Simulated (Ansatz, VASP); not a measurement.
Two plane-wave programs on AlN

```
CELL_PARAMETERS angstrom
-1.63784 2.83682 0.00000
0.00000 0.00000 4.10063
4.91352 2.83682 0.00000
ATOMIC_POSITIONS crystal
Al 0.38272 0.75000 0.15281
Al 0.00000 0.75000 0.66667
Al 0.00000 0.25000 0.33333
Al 0.50000 0.25000 0.83333
N 0.50000 0.25000 0.16667
N 0.00000 0.25000 0.66667
N 0.00000 0.75000 0.33333
N 0.50000 0.75000 0.83333
```

Alike in both runs: task single point; functional LDA; k mesh 8 × 6 × 4; occupations gaussian, width 0.05 eV; no spin polarisation.

|  | VASP | Ansatz |
| --- | --- | --- |
| version | VASP 6.6.1 | Ansatz 0.2.0 |
| potentials or method | VASP PAW LDA potentials, release 64 (Al, N), cutoff 520 eV | scalar-relativistic, plane waves, PAW |
| valence electrons in the cell | 32 | 32 |

```csv
,VASP,Ansatz,Ansatz less VASP
gap on the k mesh at the Fermi level (eV),3.29,3.28,-0.002
least direct gap on the mesh (eV),3.29,3.28,-0.002
pressure (GPa),6.5,5.8,-0.78
"traceless stress, the component that is largest in VASP (GPa)",13.09,12.62,-0.470
rms of the force components (eV/Å),2.003,1.962,-0.0409
```

Ansatz warns that its potentials were made for another functional, while VASP's fit it. LDA's correlation is that of Perdew and Zunger in VASP and of Perdew and Wang (1992) in Ansatz. Atom by atom the forces differ by 0.042 eV/Å (rms over components).
